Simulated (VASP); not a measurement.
# HCl: single point with PBEsol

HCl:

```xyz
2
Lattice="-0.1309 2.6737 2.6737 2.6737 -0.1309 2.6737 2.6737 2.6737 -0.1309" Properties=species:S:1:pos:R:3 pbc="T T T"
H     0.0000    0.0000    0.0000
Cl    2.6082    2.6082    2.6082
```

This cell differs from its parent crystal: ratio of the length along [111] to the lengths across it x 0.93, volume and fractional coordinates fixed.

| Quantity | Value |
| --- | --- |
| Program | VASP 6.6.1 |
| Task | single point |
| Functional | PBEsol |
| Potentials or basis | VASP PAW PBE potentials, release 64 (H, Cl) |
| Cutoff | 520 eV |
| k mesh | 16 × 16 × 16 |
| Occupations | gaussian, width 0.15 eV |
| Spin | no spin polarisation |

```
Pressure               : -10.3 GPa
Band gap on the k mesh : zero (bands 4 and 5 overlap by 0.19 eV)
```

Stress tensor (GPa, compression positive):
```
-10.32   0.81   0.81
  0.81 -10.32   0.81
  0.81   0.81 -10.32
```

Levels at points of the mesh, in eV from the Fermi level:
```
           k point  band 1  band 2  band 3  band 4  band 5  band 6  band 7  band 8
(0.00, 0.00, 0.00)  -13.21   -0.30   -0.26   -0.26   -0.04   11.27   12.08   12.08
(0.50, 0.00, 0.00)  -12.85   -3.18   -0.37   -0.26    2.23    7.80   10.85   11.52
(0.50, 0.50, 0.00)  -12.72   -1.94   -0.96   -0.68   -0.26    9.31   11.85   14.50
(0.50, 0.50, 0.50)  -12.76   -3.02   -0.51   -0.51    2.05    7.61   10.60   10.60
```

It took 67 s on 1 thread of Intel(R) Xeon(R) Platinum 8559C (Emerald Rapids), with other jobs on the host, peak memory 0.28 GiB.

Caveat: the cell stands under tension; the PAW data sets were made with another functional, which shifts forces and pressure a little.
